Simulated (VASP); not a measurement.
# Fe (Im-3m) in VASP: relaxation of cell and atoms with PBEsol

Aim: the relaxation of cell and atoms of Fe with PBEsol.

Program: VASP 6.6.1. These are calculated values, not measurements. Logs are shortened: lines on timing, memory, paths and dates and some standing lists are left out, and cuts for length are marked.

## 1. The cell of the first run

It takes space group Im-3m (No. 229, cubic). Conventional cell: a = 2.777 Å, b = 2.777 Å, c = 2.777 Å, α = 90.00°, β = 90.00°, γ = 90.00°. Fe (site symmetry m-3m) has 14 Fe at 2.41 to 2.78 Å within 3.2 Å.

## 2. Relaxation of cell and atoms, PBEsol, collinear spin, ferromagnetic start, target pressure 1e-06 GPa, at which the enthalpy is minimised

Contents of INCAR:

```
SYSTEM = Fe
  PREC = Accurate
  ENCUT = 600
  EDIFF = 1E-7
  ISMEAR = 0
  SIGMA = 0.1
  LREAL = .FALSE.
  LASPH = .TRUE.
  NELM = 200
  ALGO = Normal
  ISIF = 3
  LWAVE = .FALSE.
  LCHARG = .FALSE.
  ISPIN = 2
  MAGMOM = 2.35
  LORBIT = 11
  LMAXMIX = 4
  GGA = PS
  IBRION = 2
  NSW = 70
  EDIFFG = -0.004
  PSTRESS = 9.999999999999999e-06
  GGA_COMPAT = .FALSE.
  NELMIN = 4
```

Contents of KPOINTS:

```
regular mesh
0
G
  22 22 22
  0 0 0
```

Contents of POSCAR:

```
Fe
1.0
   -1.3887286246      1.3887286246      1.3887286246
    1.3887286246     -1.3887286246      1.3887286246
    1.3887286246      1.3887286246     -1.3887286246
Fe
1
Direct
    0.0000000000      0.0000000000      0.0000000000
```

Potentials or basis: VASP PAW PBE potentials, release 64 (Fe).

Launch:

```
cat potpaw_PBE.64/Fe/POTCAR > POTCAR
mpirun -np 1 vasp_std > vasp.out
```

OUTCAR:

```text
SYSTEM = Fe
   PREC = Accurate
   ENCUT = 600
   EDIFF = 1E-7
   ISMEAR = 0
   LREAL = .FALSE.
   LASPH = .TRUE.
   NELM = 200
   ISIF = 3
   ISPIN = 2
   LORBIT = 11
   GGA = PS
   IBRION = 2
   NSW = 70
   EDIFFG = -0.004
   PSTRESS = 9.999999999999999e-06
   NELMIN = 4

 ion  position               nearest neighbor table
   1  0.000  0.000  0.000-

  LATTYP: Found a body centered cubic cell.
 ALAT       =     2.7774572492

  Lattice vectors:

 A1 = (  -1.3887286246,   1.3887286246,   1.3887286246)
 A2 = (   1.3887286246,  -1.3887286246,   1.3887286246)
 A3 = (   1.3887286246,   1.3887286246,  -1.3887286246)

Analysis of symmetry for initial positions (statically):
=====================================================================
 Subroutine PRICEL returns:
 Original cell was already a primitive cell.

 Routine SETGRP: Setting up the symmetry group for a
 body centered cubic supercell.

 Subroutine GETGRP returns: Found 48 space group operations
 (whereof 48 operations were pure point group operations)
 out of a pool of 48 trial point group operations.

The static configuration has the point symmetry O_h .

Analysis of symmetry for dynamics (positions and initial velocities):
=====================================================================
 Subroutine PRICEL returns:
 Original cell was already a primitive cell.

 Routine SETGRP: Setting up the symmetry group for a
 body centered cubic supercell.

 Subroutine GETGRP returns: Found 48 space group operations
 (whereof 48 operations were pure point group operations)
 out of a pool of 48 trial point group operations.

The dynamic configuration has the point symmetry O_h .

Analysis of structural, dynamic, and magnetic symmetry:
=====================================================================
 Subroutine PRICEL returns:
 Original cell was already a primitive cell.

 Routine SETGRP: Setting up the symmetry group for a
 body centered cubic supercell.

 Subroutine GETGRP returns: Found 48 space group operations
 (whereof 48 operations were pure point group operations)
 out of a pool of 48 trial point group operations.

The overall configuration has the point symmetry O_h .

 Subroutine INISYM returns: Found 48 space group operations
 (whereof 48 operations are pure point group operations),
 and found     1 'primitive' translations

----------------------------------------------------------------------------------------

                                     Primitive cell

  volume of cell :      10.7130

  direct lattice vectors                    reciprocal lattice vectors
    -1.388728625  1.388728625  1.388728625     0.000000000  0.360041545  0.360041545
     1.388728625 -1.388728625  1.388728625     0.360041545  0.000000000  0.360041545
     1.388728625  1.388728625 -1.388728625     0.360041545  0.360041545  0.000000000

  length of vectors
     2.405348536  2.405348536  2.405348536     0.509175636  0.509175636  0.509175636

  position of ions in fractional coordinates (direct lattice)
     0.000000000  0.000000000  0.000000000

  ion indices of the primitive-cell ions
   primitive index   ion index
                 1           1

----------------------------------------------------------------------------------------

 KPOINTS: regular mesh

Automatic generation of k-mesh.
 Grid dimensions read from file:
 generate k-points for:   22   22   22

 Generating k-lattice:

  Cartesian coordinates                     Fractional coordinates (reciprocal lattice)
     0.000000000  0.016365525  0.016365525     0.045454545  0.000000000  0.000000000
     0.016365525  0.000000000  0.016365525     0.000000000  0.045454545  0.000000000
     0.016365525  0.016365525  0.000000000     0.000000000  0.000000000  0.045454545

  Length of vectors
     0.023144347  0.023144347  0.023144347

  Shift w.r.t. Gamma in fractional coordinates (k-lattice)
     0.000000000  0.000000000  0.000000000

 Subroutine IBZKPT returns following result:
 ===========================================

 Found    328 irreducible k-points:

 Following reciprocal coordinates:
            Coordinates               Weight
  0.000000  0.000000  0.000000      1.000000
  0.045455  0.000000  0.000000     12.000000
  0.090909  0.000000  0.000000     12.000000
  0.136364  0.000000  0.000000     12.000000
  0.181818  0.000000  0.000000     12.000000
  0.227273  0.000000  0.000000     12.000000
[... 16 lines left out ...]
  0.090909  0.090909  0.000000     24.000000
  0.136364  0.090909  0.000000     48.000000
 [... further k-points ...]
   k-points           NKPTS =    328   k-points in BZ     NKDIM =    328   number of bands    NBANDS=      9
   number of dos      NEDOS =    301   number of ions     NIONS =      1
   total plane-waves  NPLWV =   8000
   dimension x,y,z NGX =    20 NGY =   20 NGZ =   20
   dimension x,y,z NGXF=    40 NGYF=   40 NGZF=   40
   ions per type =               1
   NGX,Y,Z   is equivalent  to a cutoff of  13.82, 13.82, 13.82 a.u.
   NGXF,Y,Z  is equivalent  to a cutoff of  27.65, 27.65, 27.65 a.u.
 SYSTEM =  Fe
   PREC   = accura    normal or accurate (medium, high low for compatibility)
   ISTART =      0    job   : 0-new  1-cont  2-samecut
   ICHARG =      2    charge: 1-file 2-atom 10-const
   ISPIN  =      2    spin polarized calculation?
   LNONCOLLINEAR =      F non collinear calculations
   LSORBIT =      F    spin-orbit coupling
   LASPH  =      T    aspherical Exc in radial PAW
   ENCUT  =  600.0 eV  44.10 Ry    6.64 a.u.   4.80  4.80  4.80*2*pi/ulx,y,z
   NELM   =    200;   NELMIN=  4; NELMDL= -5     # of ELM steps
   EDIFF  = 0.1E-06   stopping-criterion for ELM
   LREAL  =      F    real-space projection
   EDIFFG = -.4E-02   stopping-criterion for IOM
   NSW    =     70    number of steps for IOM
   IBRION =      2    ionic relax: 0-MD 1-quasi-New 2-CG
   NFREE  =      1    steps in history (QN), initial steepest desc. (CG)
   ISIF   =      3    stress and relaxation
   ISYM   =      2    0-nonsym 1-usesym 2-fastsym
   POTIM  = 0.5000    time-step for ionic-motion
   TEBEG  =    0.0;   TEEND  =   0.0 temperature during run
   PSTRESS=    0.0 pullay stress
   NELECT =       8.0000    total number of electrons
   NUPDOWN=      -1.0000    fix difference up-down
   EMIN   =  10.00;   EMAX   =-10.00  energy-range for DOS
   EFERMI =   0.00;   METHOD = LEGACY
   ISMEAR =     0;   SIGMA  =   0.10  broadening in eV -4-tet -1-fermi 0-gaus
   EFERMI_NEDOS =   21; number of points for ismear=-14 and -15
   IALGO  =     38    algorithm
   IMIX   =      4    mixing-type and parameters
     AMIX     =   0.40;   BMIX     =  1.00
     AMIX_MAG =   1.60;   BMIX_MAG =  1.00
  volume/ion in A,a.u.               =      10.71        72.30
  Fermi-wavevector in a.u.,A,eV,Ry     =   1.485254  2.806723 30.014179  2.205980
  Thomas-Fermi vector in A             =   2.598689
   LORBIT       =     11    0 simple, 1 ext, 2 COOP (PROOUT), +10 PAW based schemes
   GGA     = PS    functional components
   LHFCALC =     F    Hartree Fock is set to
   AEXX    =    0.0000 exact exchange contribution
   IVDW    =     0    specifies the selected vdW correction
   LEPSILON=     F    determine dielectric tensor
   LRPA    =     F    only Hartree local field effects (RPA)
 conjugate gradient relaxation of ions
 spin polarized calculation
 Gauss-broadening in eV      SIGMA  =   0.10
  energy-cutoff  :      600.00
  volume of cell :       10.71
 maximum number of plane-waves:       370
   NGX =  9   NGY =  9   NGZ =  9

--------------------------------------- Ionic step        1  -------------------------------------------

 number of electron       7.9999998 magnetization       2.1198302

 Free energy of the ion-electron system (eV)
  ---------------------------------------------------
  ext. energy  EPLUGINS =         0.00000000
  ---------------------------------------------------
  free energy    TOTEN  =        -8.91917981 eV

  energy without entropy =       -8.91428950  energy(sigma->0) =       -8.91673465

------------------------ aborting loop because EDIFF is reached ----------------------------------------

  FORCE on cell =-STRESS in cart. coord.  units (eV):
  Direction    XX          YY          ZZ          XY          YZ          ZX
  --------------------------------------------------------------------------------------
  -------------------------------------------------------------------------------------
  Total        0.1875930      0.1875930      0.1875930      0.0000000     -0.0000000      0.0000000
  in kB       28.0553027     28.0553027     28.0553027      0.0000000     -0.0000000      0.0000000
  external PRESSURE =      28.0552927 kB  Pullay stress =       0.0000100 kB
[... 59 lines left out ...]
  enthalpy is  TOTEN    =        -8.9184074248 eV   P V=        0.0000000687

--------------------------------------- Ionic step        3  -------------------------------------------

 number of electron       8.0000000 magnetization       2.1325435

 Free energy of the ion-electron system (eV)
  ---------------------------------------------------
  ext. energy  EPLUGINS =         0.00000000
  ---------------------------------------------------
  free energy    TOTEN  =        -8.92026734 eV

  energy without entropy =       -8.91564700  energy(sigma->0) =       -8.91795717

 E-fermi :   6.1867     XC(G=0): -13.5477

 val. band max:        6.1824491751   @ k =  -0.4091   0.4091   0.2727
 cond. band min:       6.2016710222   @ k =   0.4091   0.0455   0.0455
 fundamental gap:      0.0192218471
 Fermi energy:         6.1867311024

 spin component 1

 k-point     1 :       0.0000    0.0000    0.0000
  band No.  band energies     occupation
      1      -2.6423      1.00000
      2       3.7541      1.00000
      3       3.7541      1.00000
      4       3.7541      1.00000
      5       5.1184      1.00000
      6       5.1184      1.00000
      7      31.5491      0.00000
      8      31.5491      0.00000
      9      31.5491      0.00000
[... 265 lines left out ...]
 k-point    24 :       0.1364    0.0909    0.0000
  band No.  band energies     occupation
      1      -1.0616      1.00000
      2       3.3979      1.00000
      3       3.5061      1.00000
      4       4.6977      1.00000
      5       4.8317      1.00000
      6       5.2127      1.00000
      7      25.6463      0.00000
      8      27.3919      0.00000
      9      31.6160      0.00000

 [... further k-points ...]

 spin component 2

 k-point     1 :       0.0000    0.0000    0.0000
  band No.  band energies     occupation
      1      -2.3693      1.00000
      2       5.6205      1.00000
      3       5.6205      1.00000
      4       5.6205      1.00000
      5       7.7086      0.00000
      6       7.7087      0.00000
      7      31.4808      0.00000
      8      31.4808      0.00000
      9      31.4808      0.00000
[... 304 lines left out ...]
  FREE ENERGIE OF THE ION-ELECTRON SYSTEM (eV)
  ---------------------------------------------------
  free  energy   TOTEN  =        -8.9202673425 eV

  energy  without entropy=       -8.9156470039  energy(sigma->0) =       -8.91795717

  enthalpy is  TOTEN    =        -8.9202672749 eV   P V=        0.0000000677

 reached required accuracy - stopping structural energy minimisation

 total charge

# of ion       s       p       d       tot
------------------------------------------
    1        0.511   0.589   6.276   7.375

 magnetization (x)

# of ion       s       p       d       tot
------------------------------------------
    1       -0.012  -0.049   2.175   2.114
```

It took 4.4 min on 1 thread of Oxide Virtual Turin-like, shared host; peak memory 0.16 GiB.

Results:

| Item | Value |
| --- | --- |
| Free energy | -8.9203 eV |
| Relaxed volume | 10.84 Å³/atom |
| Relaxed cell | a = 2.415 Å, b = 2.415 Å, c = 2.415 Å, α = 109.47°, β = 109.47°, γ = 109.47° |
| Space group after relaxing (to 0.1 Å) | Im-3m (No. 229) |
| Energy change on relaxing (the run minimises the enthalpy) | -1.1 meV/atom |
| Ionic steps | 3 |
| Pressure after relaxing | 0.0 GPa |
| Net moment | 2.13 μB per cell |
| Site moments | Fe +2.11 μB |
| Valence electrons inside the program's atomic spheres | Fe 7.38 |

Step by step:
```tsv
step	energy change (eV)	largest force (eV/Å)	pressure (GPa)	volume (Å³)
1	0.0000	0.0000	2.81	10.71
2	0.0008	0.0000	-3.48	11.01
3	-0.0011	0.0000	0.01	10.84
```

Final structure:
```yaml
crystal:
  lattice:
    - [-1.39414, 1.39414, 1.39414]
    - [1.39414, -1.39414, 1.39414]
    - [1.39414, 1.39414, -1.39414]
  atoms:
    - { symbol: Fe, position: [0.00000, 0.00000, 0.00000] }
```

Caveat: the cell is relaxed towards a set pressure, so the run minimises the enthalpy, not the energy; the PAW data sets were made with another functional, which shifts forces and pressure a little.
